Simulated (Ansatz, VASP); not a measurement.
**One calculation of Ge3P2, two programs**

File INCAR:

```
SYSTEM = Ge3P2
PREC = Accurate ; ENCUT = 600
EDIFF = 1E-7 ; ISMEAR = 0
SIGMA = 0.1 ; LREAL = .FALSE.
LASPH = .TRUE. ; NELM = 100
ALGO = Normal ; ISIF = 3
LWAVE = .FALSE. ; LCHARG = .FALSE.
GGA = PE ; IBRION = 2
NSW = 100 ; EDIFFG = -0.01
```

KPOINTS

```
Automatic mesh
0
G
  10 10 6
  0 0 0
```

POSCAR

```
Ge3P2
1.0
    3.8031484894      0.0000000000      0.0000000000
    0.0000000000      3.8031484894      0.0000000000
    0.0000000000      0.0000000000      7.2990808795
Ge P
3 2
Direct
    0.0000000000      0.0000000000      0.0000000000
    0.5000000000      0.5000000000      0.5000000000
    0.0000000000      0.0000000000      0.5000000000
    0.5000000000      0.0000000000      0.7958740821
    0.0000000000      0.5000000000      0.2041259179
```

Input for Ansatz:

```yaml
crystal:
  lattice:
    - [3.8031484894, 0.0, 0.0]
    - [0.0, 3.8031484894, 0.0]
    - [0.0, 0.0, 7.2990808795]
  atoms:
    - { symbol: Ge, position: [0.0, 0.0, 0.0] }
    - { symbol: Ge, position: [0.5, 0.5, 0.5] }
    - { symbol: Ge, position: [0.0, 0.0, 0.5] }
    - { symbol: P, position: [0.5, 0.0, 0.7958740821] }
    - { symbol: P, position: [0.0, 0.5, 0.2041259179] }
basis:
  ecutwfc: 420
kpoints:
  mp_grid: { grid: [10, 10, 6] }
hamiltonian:
  xc: pbe
scf:
  occupations: { method: gaussian, width: 0.1 }
output:
  forces: true
  stress: true
  eigenvalues: true
relax:
  adjacent_minimum: "off"
  f_tol: 0.01
  max_steps: 80
  cell: { stress_tol: 0.05 }
```

Change from the starting cell: ordered vacancies on the cation sites of antifluorite (P-4m2, No. 115).

Alike in both runs: task relaxation of cell and atoms; functional PBE; k mesh 10 × 10 × 6; occupations gaussian, width 0.1 eV; no spin polarisation.

|  | VASP | Ansatz |
| --- | --- | --- |
| version | VASP 6.6.1 | Ansatz 0.2.0 |
| potentials or method | VASP PAW PBE potentials, release 64 (Ge_d, P), cutoff 600 eV | scalar-relativistic, plane waves, PAW |
| valence electrons in the cell | 52 | 52 |

Ansatz gave:

| Item | Value |
| --- | --- |
| gap on the k mesh at the Fermi level, each at its own relaxed structure (eV) | none |
| relaxed volume (Å³/atom) | 20.95 |
| relaxed length of the cell vector where the two differ most in proportion (Å) | 3.744 |

Estimate VASP's values.

gap on the k mesh at the Fermi level, each at its own relaxed structure (eV): none; relaxed volume (Å³/atom): 20.93; relaxed length of the cell vector where the two differ most in proportion (Å): 3.742.

A gap of «none» marks a metal or a gap that the smearing closes.
